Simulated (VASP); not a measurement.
Input of a VASP 6.6.1 run:

Contents of INCAR:

```
SYSTEM = SiC5
  PREC = Accurate
  ENCUT = 520
  EDIFF = 1E-6
  ISMEAR = 0
  SIGMA = 0.1
  LREAL = .False.
  LASPH = .True.
  NELM = 100
  ALGO = Normal
  ISIF = 2
  LWAVE = .False.
  LCHARG = .False.
  GGA = PE
  NBANDS = 21
```

File KPOINTS:

```
Automatic mesh
0
Gamma
  6 6 4
  0 0 0
```

Contents of POSCAR:

```
SiC5
1.0
    4.6499841514      0.0000000000      0.0000000000
   -2.3249920757      4.0270044023      0.0000000000
    0.0000000000      0.0000000000      4.2543341032
Si C
1 5
Direct
    0.0000000000      0.0000000000      0.0000000000
    0.0000000000      0.6201373154      0.0000000000
    0.6201373154      0.0000000000      0.0000000000
    0.3798626846      0.3798626846      0.0000000000
    0.3333333333      0.6666666667      0.0000000000
    0.6666666667      0.3333333333      0.0000000000
```

Potentials or basis: VASP PAW PBE potentials, release 64 (Si, C).

Command:

```bash
$ cat potpaw_PBE.64/Si/POTCAR potpaw_PBE.64/C/POTCAR > POTCAR
$ mpirun -np 1 vasp_std > vasp.out
```

Task: Predict the largest force.

Result: 0.024 eV/Å.

Task: Estimate the band gap on the k mesh.

Result: Zero (band 12 reaches 3.08 eV, above the bottom of band 13 at 2.72 eV).

Task: Predict the pressure.

Result: 0.2 GPa.

Forces on the atoms (eV/Å):
```
Si   0.000  0.000  0.000
C   -0.012  0.021  0.000
C    0.024  0.000  0.000
C   -0.012 -0.021  0.000
C    0.000  0.000  0.000
C    0.000  0.000  0.000
```

Caveat: the k points lie up to 0.37 Å⁻¹ apart.
